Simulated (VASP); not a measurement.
Set up this calculation in VASP 6.6.1, as the native input.

```yaml
Task: single point
Functional: PBE
Potentials_or_basis: VASP PAW PBE potentials, release 64 (Ir)
Cutoff: 520 eV
k_mesh: 9 × 9 × 5
Occupations: gaussian, width 0.01 eV
Spin: non-collinear spin, zero start, spin-orbit coupling
Starting_moments: "[[0.0, 0.0, 0.0], [0.0, 0.0, 0.0]] μB"
Dipole_correction: no
Further_INCAR_settings: ALGO = Fast; EDIFF = 1e-06; NBANDS = 30
```

The structure of Ir lies in POSCAR:

```
Ir
1.0
    2.7513778946      0.0000000000      0.0000000000
   -1.3756889473      2.3827631521      0.0000000000
    0.0000000000      0.0000000000      4.4622900000
Ir
2
Direct
    0.3333333333      0.6666666667      0.2500000000
    0.6666666667      0.3333333333      0.7500000000
```

One way to write it, as run:

INCAR

```
SYSTEM = Ir
PREC = Accurate ; ENCUT = 520
EDIFF = 1E-6 ; ISMEAR = 0
SIGMA = 0.01 ; LREAL = .False.
LASPH = .True. ; NELM = 150
ALGO = Fast ; ISIF = 2
LWAVE = .False. ; LCHARG = .True.
MAGMOM = 0 0 0 0 0 0 ; LORBIT = 11
LSORBIT = .True. ; GGA_COMPAT = .False.
LORBMOM = .True. ; LMAXMIX = 4
GGA = PE ; LVHAR = .True.
NBANDS = 30
```

KPOINTS

```
Automatic mesh
0
Gamma
  9 9 5
  0 0 0
```

Potentials or basis: VASP PAW PBE potentials, release 64 (Ir).

Command:

```console
$ cat potpaw_PBE.64/Ir/POTCAR > POTCAR
$ mpirun -np 1 vasp_ncl > vasp.out
```

Results of the run:

```json
{"Pressure": "0.0 GPa", "Net moment": "0.00 μB per cell", "Valence electrons inside the program's atomic spheres": "Ir 8.29"}
```

It took 35 s on 1 thread of Intel(R) Xeon(R) 6975P-C (Granite Rapids) (shared host), peak memory 0.21 GiB.
